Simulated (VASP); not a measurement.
Write the native input for VASP 6.6.1 that does the following.

```yaml
Task: single point
Functional: PBE
Potentials_or_basis: VASP PAW PBE potentials, release 64 (Ru_pv)
Cutoff: 520 eV
k_mesh: 6 × 6 × 6
Occupations: gaussian, width 0.1 eV
Spin: collinear spin, ferromagnetic start
Starting_moments: "[1.0] μB"
Dipole_correction: no
Further_INCAR_settings: ALGO = Normal; EDIFF = 1e-06; NBANDS = 17
```

The structure of Ru lies in POSCAR:

```
Ru
1.0
    2.5133610680      0.0000000000      0.0000000000
    0.0000000000      2.5133610680      0.0000000000
    0.0000000000      0.0000000000      2.5133610680
Ru
1
Direct
    0.5000000000      0.5000000000      0.5000000000
```

The input as run:

INCAR

```
PREC = Accurate
ENCUT = 520
EDIFF = 1E-6
ISMEAR = 0
SIGMA = 0.1
LREAL = False
LASPH = True
NELM = 150
ALGO = Normal
ISIF = 2
LWAVE = False
LCHARG = False
ISPIN = 2
MAGMOM = 1
LORBIT = 11
LMAXMIX = 4
GGA = PE
NBANDS = 17
```

KPOINTS

```
regular mesh
0
Gamma
  6 6 6
```

Potentials or basis: VASP PAW PBE potentials, release 64 (Ru_pv).

Launch:

```sh
$ cat potpaw_PBE.64/Ru_pv/POTCAR > POTCAR
$ mpirun -np 1 vasp_std > vasp.out
```

Results of the run:

The pressure is 1.4 GPa and the net moment is 0.57 μB per cell. The site moments are Ru +0.54 μB and the valence electrons inside the program's atomic spheres are Ru 12.67.

Caveat: the k points lie up to 0.42 Å⁻¹ apart.

Wall time 9.8 s on 1 thread of Intel(R) Xeon(R) 6975P-C (Granite Rapids) (shared host), peak memory 0.13 GiB.
